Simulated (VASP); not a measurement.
# NaI (Fm-3m) in VASP: further runs

NaI is run at these levels: PBEsol, PBE; tasks: single point.

Program: VASP 6.6.1. These are calculated values, not measurements. Logs are shortened: lines on timing, memory, paths and dates and some standing lists are left out, and cuts for length are marked.

### 1 The cell of the first run

Symmetry: Fm-3m, No. 225, cubic system. Conventional cell: a = 6.558 Å, b = 6.558 Å, c = 6.558 Å, α = 90.00°, β = 90.00°, γ = 90.00°. Within 4.3 Å of I (site symmetry m-3m) lie 6 Na at 3.28 Å. Na (site symmetry m-3m) has 6 I at 3.28 Å within 4.3 Å.

### 2 Single point, PBEsol

File INCAR:

```
  PREC = Accurate
  ENCUT = 520
  EDIFF = 1E-6
  ISMEAR = -1
  SIGMA = 0.05
  LREAL = F
  LASPH = T
  NELM = 100
  ALGO = Normal
  ISIF = 2
  LWAVE = F
  LCHARG = T
  GGA = PS
  LELF = T
  LVHAR = T
  NBANDS = 14
```

File KPOINTS:

```
Automatic mesh
0
Gamma
  7 7 7
```

File POSCAR:

```
NaI
1.0
    0.0000000000      3.2789890945      3.2789890945
    3.2789890945      0.0000000000      3.2789890945
    3.2789890945      3.2789890945      0.0000000000
I Na
1 1
Direct
    0.5000000000      0.5000000000      0.5000000000
    0.0000000000      0.0000000000      0.0000000000
```

Potentials or basis: VASP PAW PBE potentials, release 64 (I, Na_pv).

Launch:

```bash
> cat potpaw_PBE.64/I/POTCAR potpaw_PBE.64/Na_pv/POTCAR > POTCAR
> mpirun -np 1 vasp_std > vasp.out
```

OUTCAR:

```text
PREC = Accurate
   ENCUT = 520
   EDIFF = 1E-6
   ISMEAR = -1
   LREAL = F
   LASPH = T
   NELM = 100
   ISIF = 2
   GGA = PS

 ion  position               nearest neighbor table
   1  0.500  0.500  0.500-
   2  0.000  0.000  0.000-

  LATTYP: Found a face centered cubic cell.
 ALAT       =     6.5579781890

  Lattice vectors:

 A1 = (   0.0000000000,   3.2789890945,   3.2789890945)
 A2 = (   3.2789890945,   0.0000000000,   3.2789890945)
 A3 = (   3.2789890945,   3.2789890945,   0.0000000000)

Analysis of symmetry for initial positions (statically):
=====================================================================
 Subroutine PRICEL returns:
 Original cell was already a primitive cell.

 Routine SETGRP: Setting up the symmetry group for a
 face centered cubic supercell.

 Subroutine GETGRP returns: Found 48 space group operations
 (whereof 48 operations were pure point group operations)
 out of a pool of 48 trial point group operations.

The static configuration has the point symmetry O_h .

Analysis of symmetry for dynamics (positions and initial velocities):
=====================================================================
 Subroutine PRICEL returns:
 Original cell was already a primitive cell.

 Routine SETGRP: Setting up the symmetry group for a
 face centered cubic supercell.

 Subroutine GETGRP returns: Found 48 space group operations
 (whereof 48 operations were pure point group operations)
 out of a pool of 48 trial point group operations.

The dynamic configuration has the point symmetry O_h .

 Subroutine INISYM returns: Found 48 space group operations
 (whereof 48 operations are pure point group operations),
 and found     1 'primitive' translations

----------------------------------------------------------------------------------------

                                     Primitive cell

  volume of cell :      70.5099

  direct lattice vectors                    reciprocal lattice vectors
     0.000000000  3.278989094  3.278989094    -0.152486021  0.152486021  0.152486021
     3.278989094  0.000000000  3.278989094     0.152486021 -0.152486021  0.152486021
     3.278989094  3.278989094  0.000000000     0.152486021  0.152486021 -0.152486021

  length of vectors
     4.637190848  4.637190848  4.637190848     0.264113536  0.264113536  0.264113536
[... 81 lines left out ...]
   NFREE  =      0    steps in history (QN), initial steepest desc. (CG)
   ISIF   =      2    stress and relaxation
   ISYM   =      2    0-nonsym 1-usesym 2-fastsym
   POTIM  = 0.5000    time-step for ionic-motion
   TEBEG  =    0.0;   TEEND  =   0.0 temperature during run
   PSTRESS=    0.0 pullay stress
   NELECT =      14.0000    total number of electrons
   NUPDOWN=      -1.0000    fix difference up-down
   EMIN   =  10.00;   EMAX   =-10.00  energy-range for DOS
   EFERMI =   0.00;   METHOD = LEGACY
   ISMEAR =    -1;   SIGMA  =   0.05  broadening in eV -4-tet -1-fermi 0-gaus
   EFERMI_NEDOS =   21; number of points for ismear=-14 and -15
   IALGO  =     38    algorithm
   IMIX   =      4    mixing-type and parameters
     AMIX     =   0.40;   BMIX     =  1.00
     AMIX_MAG =   1.60;   BMIX_MAG =  1.00
  volume/ion in A,a.u.               =      35.25       237.91
  Fermi-wavevector in a.u.,A,eV,Ry     =   0.955068  1.804816 12.410616  0.912155
  Thomas-Fermi vector in A             =   2.083872
   LORBIT       =      0    0 simple, 1 ext, 2 COOP (PROOUT), +10 PAW based schemes
   GGA     = PS    functional components
   LHFCALC =     F    Hartree Fock is set to
   AEXX    =    0.0000 exact exchange contribution
   IVDW    =     0    specifies the selected vdW correction
   LEPSILON=     F    determine dielectric tensor
   LRPA    =     F    only Hartree local field effects (RPA)
 non-spin polarized calculation
  energy-cutoff  :      520.00
  volume of cell :       70.51
 maximum number of plane-waves:      1917
   NGX = 17   NGY = 17   NGZ = 17

 number of electron      13.9999997 magnetization

 Free energy of the ion-electron system (eV)
  ---------------------------------------------------
  ext. energy  EPLUGINS =         0.00000000
  ---------------------------------------------------
  free energy    TOTEN  =        -5.65421411 eV

  energy without entropy =       -5.65421411  energy(sigma->0) =       -5.65421411

 E-fermi :   1.5348     XC(G=0):  -7.6858

 val. band max:        0.4535160446   @ k =   0.0000   0.0000   0.0000
 cond. band min:       3.8653370025   @ k =   0.0000   0.0000   0.0000
 fundamental gap:      3.4118209580
 Fermi energy:         1.5347665444

 k-point     1 :       0.0000    0.0000    0.0000
  band No.  band energies     occupation
      1     -21.8406      2.00000
      2     -21.8406      2.00000
      3     -21.8406      2.00000
      4     -10.5063      2.00000
      5       0.4535      2.00000
      6       0.4535      2.00000
      7       0.4535      2.00000
      8       3.8653      0.00000
      9       8.2971      0.00000
     10       8.2971      0.00000
     11       8.2971      0.00000
     12      10.1050      0.00000
     13      10.1050      0.00000
     14      10.6591      0.00000
[... 309 lines left out ...]
      1     -21.8432      2.00000
      2     -21.8431      2.00000
      3     -21.8418      2.00000
      4     -10.1554      2.00000
      5      -0.9600      2.00000
      6      -0.9012      2.00000
      7      -0.2593      2.00000
      8       6.0588      0.00000
      9       7.3019      0.00000
     10       8.1854      0.00000
     11       8.5731      0.00000
     12      11.1325      0.00000
     13      11.8011      0.00000
     14      13.7398      0.00000

------------------------ aborting loop because EDIFF is reached ----------------------------------------

  FORCE on cell =-STRESS in cart. coord.  units (eV):
  Direction    XX          YY          ZZ          XY          YZ          ZX
  --------------------------------------------------------------------------------------
  -------------------------------------------------------------------------------------
  Total       -0.4391517     -0.4391517     -0.4391517      0.0000000      0.0000000     -0.0000000
  in kB       -9.9787289     -9.9787289     -9.9787289      0.0000000      0.0000000     -0.0000000
  external PRESSURE =      -9.9787289 kB  Pullay stress =       0.0000000 kB

 VOLUME and BASIS-vectors are now :
 -----------------------------------------------------------------------------
  energy-cutoff  :      520.00
  volume of cell :       70.51
      direct lattice vectors                 reciprocal lattice vectors
     0.000000000  3.278989094  3.278989094    -0.152486021  0.152486021  0.152486021
     3.278989094  0.000000000  3.278989094     0.152486021 -0.152486021  0.152486021
     3.278989094  3.278989094  0.000000000     0.152486021  0.152486021 -0.152486021

 POSITION                                       TOTAL-FORCE (eV/Angst)
 -----------------------------------------------------------------------------------
      3.27899      3.27899      3.27899         0.000000      0.000000      0.000000
      0.00000      0.00000      0.00000        -0.000000     -0.000000     -0.000000
 -----------------------------------------------------------------------------------
    total drift:                                0.000000      0.000000      0.000000

  FREE ENERGIE OF THE ION-ELECTRON SYSTEM (eV)
  ---------------------------------------------------
  free  energy   TOTEN  =        -5.6542141136 eV

  energy  without entropy=       -5.6542141136  energy(sigma->0) =       -5.65421411
```

OSZICAR:

```text
N       E                     dE             d eps       ncg     rms          rms(c)
DAV:   1     0.825666907186E+02    0.82567E+02   -0.65308E+03   560   0.890E+02
DAV:   2     0.972430347613E+00   -0.81594E+02   -0.75297E+02   608   0.218E+02
DAV:   3    -0.556667052767E+01   -0.65391E+01   -0.64965E+01   710   0.610E+01
DAV:   4    -0.572731477376E+01   -0.16064E+00   -0.16060E+00   736   0.966E+00
DAV:   5    -0.573021593658E+01   -0.29012E-02   -0.29011E-02   734   0.121E+00    0.136E+00
DAV:   6    -0.566431878259E+01    0.65897E-01   -0.74000E-02   698   0.195E+00    0.885E-01
DAV:   7    -0.565308744788E+01    0.11231E-01   -0.57835E-02   686   0.143E+00    0.528E-01
DAV:   8    -0.565424863088E+01   -0.11612E-02   -0.39848E-03   662   0.591E-01    0.103E-01
DAV:   9    -0.565420705060E+01    0.41580E-04   -0.13801E-04   680   0.125E-01    0.271E-02
DAV:  10    -0.565421365106E+01   -0.66005E-05   -0.24468E-05   710   0.516E-02    0.622E-03
DAV:  11    -0.565421411360E+01   -0.46254E-06   -0.31719E-06   722   0.171E-02
   1 F= -.56542141E+01 E0= -.56542141E+01  d E =-.374252E-10
```

It took 7.3 s on 1 thread of Intel Xeon 6975P-C (Granite Rapids), shared host; peak memory 0.2 GiB.

Results:

```yaml
Free_energy: -5.6542 eV
Pressure: -1.0 GPa
Band_gap_on_the_k_mesh: 3.41 eV, direct
```

Caveat: the PAW data sets were made with another functional, which shifts forces and pressure a little; spin-orbit coupling is left out, which moves the levels of the heavy elements. A hybrid or GW would open this gap; PBEsol tends to underestimate it.

### 3 Single point, PBEsol

This run uses another cell than the first one, of 35.93 Å³/atom, 1.019 times its volume.

File INCAR:

```
SYSTEM = NaI
PREC = Accurate
ENCUT = 520
EDIFF = 1E-6
ISMEAR = -1
SIGMA = 0.05
LREAL = .FALSE.
LASPH = .TRUE.
NELM = 80
ALGO = Normal
ISIF = 2
LWAVE = .FALSE.
LCHARG = .FALSE.
GGA = PS
NBANDS = 14
```

File KPOINTS:

```
regular mesh
0
G
  7 7 7
  0 0 0
```

File POSCAR:

```
NaI
1.0
    0.0000000000      3.2998749385      3.2998749385
    3.2998749385      0.0000000000      3.2998749385
    3.2998749385      3.2998749385      0.0000000000
I Na
1 1
Direct
    0.5000000000      0.5000000000      0.5000000000
    0.0000000000      0.0000000000      0.0000000000
```

Potentials or basis: VASP PAW PBE potentials, release 64 (I, Na_pv).

Launch:

```bash
> cat potpaw_PBE.64/I/POTCAR potpaw_PBE.64/Na_pv/POTCAR > POTCAR
> mpirun -np 1 vasp_std > vasp.out
```

Wall time 6.7 s (1 thread of Intel Xeon 6975P-C (Granite Rapids), shared host); peak memory 0.2 GiB.

Results (log left out):

- Free energy: -5.6448 eV
- Pressure: -1.2 GPa
- Band gap on the k mesh: 3.37 eV, direct

Levels at points of the mesh, in eV from the valence-band top:
| k point | band 4 | band 5 | band 6 | band 7 | band 8 | band 9 | band 10 | band 11 |
| --- | --- | --- | --- | --- | --- | --- | --- | --- |
| (0.00, 0.00, 0.00) | -10.92 | 0.00 | 0.00 | 0.00 | 3.37 | 7.84 | 7.84 | 7.84 |

Caveat: the PAW data sets were made with another functional, which shifts forces and pressure a little; spin-orbit coupling is left out, which moves the levels of the heavy elements.

### 4 Single point, PBEsol, non-collinear spin, zero start, spin-orbit coupling

This run uses another cell than the first one, of 33.90 Å³/atom, 0.962 times its volume.

File INCAR:

```
SYSTEM = NaI
PREC = Accurate
ENCUT = 520
EDIFF = 1E-6
ISMEAR = -1
SIGMA = 0.05
LREAL = .FALSE.
LASPH = .TRUE.
NELM = 150
ALGO = Normal
ISIF = 2
LWAVE = .FALSE.
LCHARG = .FALSE.
MAGMOM = 0 0 0 0 0 0
LORBIT = 11
LSORBIT = .TRUE.
GGA_COMPAT = .FALSE.
LORBMOM = .TRUE.
GGA = PS
NBANDS = 26
```

KPOINTS is that of step 3.

File POSCAR:

```
NaI
1.0
    0.0000000000      3.2364000000      3.2364000000
    3.2364000000      0.0000000000      3.2364000000
    3.2364000000      3.2364000000      0.0000000000
I Na
1 1
Direct
    0.5000000000      0.5000000000      0.5000000000
    0.0000000000      0.0000000000      0.0000000000
```

Launch:

```bash
> cat potpaw_PBE.64/I/POTCAR potpaw_PBE.64/Na_pv/POTCAR > POTCAR
> mpirun -np 1 vasp_ncl > vasp.out
```

Wall time 34 s (1 thread of Intel Xeon 6975P-C (Granite Rapids), shared host); peak memory 0.4 GiB.

It converged, with:

```
Free energy                                           : -5.7914 eV
Pressure                                              : -0.4 GPa
Net moment                                            : 0.00 μB per cell
Valence electrons inside the program's atomic spheres : I 4.33; Na 6.02
```

Moments on the atoms (μB; x, y, z):
```
I   0.00 0.00 0.00
Na  0.00 0.00 0.00
```

Caveat: the PAW data sets were made with another functional, which shifts forces and pressure a little.

### 5 Single point, PBE

This run uses another cell than the first one, of 31.87 Å³/atom, 0.904 times its volume.

File INCAR:

```
SYSTEM = NaI
PREC     = Accurate       ! precision mode
ENCUT    = 520            ! plane-wave cutoff, eV
EDIFF    = 1E-6           ! SCF threshold, eV
ISMEAR   = -1             ! smearing method
SIGMA    = 0.05           ! smearing width, eV
LREAL    = .False.        ! projectors in reciprocal space
LASPH    = .True.         ! aspherical terms in the spheres
NELM     = 60             ! most SCF steps
ALGO     = Normal         ! electronic algorithm
ISIF     = 2              ! what is computed and relaxed
LWAVE    = .False.        ! write WAVECAR
LCHARG   = .False.        ! write CHGCAR
GGA      = PE             ! functional
NBANDS   = 14             ! bands
```

File KPOINTS:

```
regular mesh
0
Gamma
  7 7 7
  0 0 0
```

File POSCAR:

```
NaI
1.0
    0.0000000000      3.1703324822      3.1703324822
    3.1703324822      0.0000000000      3.1703324822
    3.1703324822      3.1703324822      0.0000000000
I Na
1 1
Direct
    0.5000000000      0.5000000000      0.5000000000
    0.0000000000      0.0000000000      0.0000000000
```

Potentials or basis: VASP PAW PBE potentials, release 64 (I, Na_pv).

Launch:

```bash
> cat potpaw_PBE.64/I/POTCAR potpaw_PBE.64/Na_pv/POTCAR > POTCAR
> mpirun -np 1 vasp_std > vasp.out
```

OUTCAR:

```text
SYSTEM = NaI
   PREC = Accurate
   ENCUT = 520
   EDIFF = 1E-6
   ISMEAR = -1
   LREAL = .False.
   LASPH = .True.
   NELM = 60
   ISIF = 2
   GGA = PE

 ion  position               nearest neighbor table
   1  0.500  0.500  0.500-   2 3.17   2 3.17   2 3.17   2 3.17   2 3.17   2 3.17
   2  0.000  0.000  0.000-   1 3.17   1 3.17   1 3.17   1 3.17   1 3.17   1 3.17

  LATTYP: Found a face centered cubic cell.
 ALAT       =     6.3406649644

  Lattice vectors:

 A1 = (   0.0000000000,   3.1703324822,   3.1703324822)
 A2 = (   3.1703324822,   0.0000000000,   3.1703324822)
 A3 = (   3.1703324822,   3.1703324822,   0.0000000000)

Analysis of symmetry for initial positions (statically):
=====================================================================
 Subroutine PRICEL returns:
 Original cell was already a primitive cell.

 Routine SETGRP: Setting up the symmetry group for a
 face centered cubic supercell.

 Subroutine GETGRP returns: Found 48 space group operations
 (whereof 48 operations were pure point group operations)
 out of a pool of 48 trial point group operations.

[... 170 lines left out ...]
      5       1.2545      2.00000
      6       1.2545      2.00000
      7       1.2545      2.00000
      8       5.0691      0.00000
      9       9.1796      0.00000
     10       9.1796      0.00000
     11       9.1796      0.00000
     12      11.1027      0.00000
     13      11.1027      0.00000
     14      11.7253      0.00000
[... 309 lines left out ...]
      1     -21.1256      2.00000
      2     -21.1256      2.00000
      3     -21.1235      2.00000
      4      -9.4606      2.00000
      5      -0.4032      2.00000
      6      -0.3345      2.00000
      7       0.4063      2.00000
      8       7.0697      0.00000
      9       8.3661      0.00000
     10       9.3156      0.00000
     11       9.7051      0.00000
     12      12.5135      0.00000
     13      13.0695      0.00000
     14      15.2866      0.00000

------------------------ aborting loop because EDIFF is reached ----------------------------------------

  FORCE on cell =-STRESS in cart. coord.  units (eV):
  Direction    XX          YY          ZZ          XY          YZ          ZX
  --------------------------------------------------------------------------------------
  -------------------------------------------------------------------------------------
  Total        0.6628006      0.6628006      0.6628006      0.0000000      0.0000000      0.0000000
  in kB       16.6628411     16.6628411     16.6628411      0.0000000      0.0000000      0.0000000
  external PRESSURE =      16.6628411 kB  Pullay stress =       0.0000000 kB

 VOLUME and BASIS-vectors are now :
 -----------------------------------------------------------------------------
  energy-cutoff  :      520.00
  volume of cell :       63.73
      direct lattice vectors                 reciprocal lattice vectors
     0.000000000  3.170332482  3.170332482    -0.157712165  0.157712165  0.157712165
     3.170332482  0.000000000  3.170332482     0.157712165 -0.157712165  0.157712165
     3.170332482  3.170332482  0.000000000     0.157712165  0.157712165 -0.157712165

 POSITION                                       TOTAL-FORCE (eV/Angst)
 -----------------------------------------------------------------------------------
      3.17033      3.17033      3.17033         0.000000     -0.000000      0.000000
      0.00000      0.00000      0.00000         0.000000      0.000000     -0.000000
 -----------------------------------------------------------------------------------
    total drift:                                0.000000      0.000000      0.000000

  FREE ENERGIE OF THE ION-ELECTRON SYSTEM (eV)
  ---------------------------------------------------
  free  energy   TOTEN  =        -5.3592363740 eV

  energy  without entropy=       -5.3592363740  energy(sigma->0) =       -5.35923637
```

OSZICAR:

```text
N       E                     dE             d eps       ncg     rms          rms(c)
DAV:   1     0.852581922930E+02    0.85258E+02   -0.64885E+03   560   0.909E+02
DAV:   2     0.971759953031E+00   -0.84286E+02   -0.78836E+02   610   0.229E+02
DAV:   3    -0.526982261449E+01   -0.62416E+01   -0.62037E+01   734   0.595E+01
DAV:   4    -0.541586148626E+01   -0.14604E+00   -0.14601E+00   674   0.941E+00
DAV:   5    -0.541944416083E+01   -0.35827E-02   -0.35826E-02   772   0.143E+00    0.170E+00
DAV:   6    -0.536512392259E+01    0.54320E-01   -0.62317E-02   662   0.149E+00    0.115E+00
DAV:   7    -0.535747969246E+01    0.76442E-02   -0.59669E-02   704   0.129E+00    0.604E-01
DAV:   8    -0.535925322652E+01   -0.17735E-02   -0.47707E-03   638   0.557E-01    0.182E-01
DAV:   9    -0.535922379651E+01    0.29430E-04   -0.21909E-04   644   0.131E-01    0.336E-02
DAV:  10    -0.535923557186E+01   -0.11775E-04   -0.30986E-05   656   0.586E-02    0.110E-02
DAV:  11    -0.535923637404E+01   -0.80217E-06   -0.40166E-06   728   0.199E-02
   1 F= -.53592364E+01 E0= -.53592364E+01  d E =-.721710E-10
```

Wall time 13 s (1 thread of Intel Xeon Platinum 8488C (Sapphire Rapids), shared host); peak memory 0.2 GiB.

Results:

```yaml
Free_energy: -5.3592 eV
Pressure: 1.7 GPa
Band_gap_on_the_k_mesh: 3.81 eV, direct
```

Caveat: spin-orbit coupling is left out, which moves the levels of the heavy elements.

### 6 Overview

```tsv
level	spin	cell	gap on the mesh (eV)	pressure (GPa)
PBEsol	off	a = 4.637 Å, angles 60.0°, 2 atoms	3.41	-1.0
PBEsol	off	a = 4.667 Å, angles 60.0°, 2 atoms	3.37	-1.2
PBEsol	non-collinear, zero start, SOC	a = 4.577 Å, angles 60.0°, 2 atoms	-	-0.4
PBE	off	a = 4.484 Å, angles 60.0°, 2 atoms	3.81	1.7
```

Alike in all rows: task single point; potentials or basis VASP PAW PBE potentials, release 64 (I, Na_pv); k mesh 7 × 7 × 7; cutoff (eV) 520; smearing fermi-dirac 0.05 eV.

Caveats: the PAW data sets were made with another functional, which shifts forces and pressure a little (some runs); spin-orbit coupling is left out, which moves the levels of the heavy elements (some runs).

Absolute energies hang on the potentials; compare differences alone.
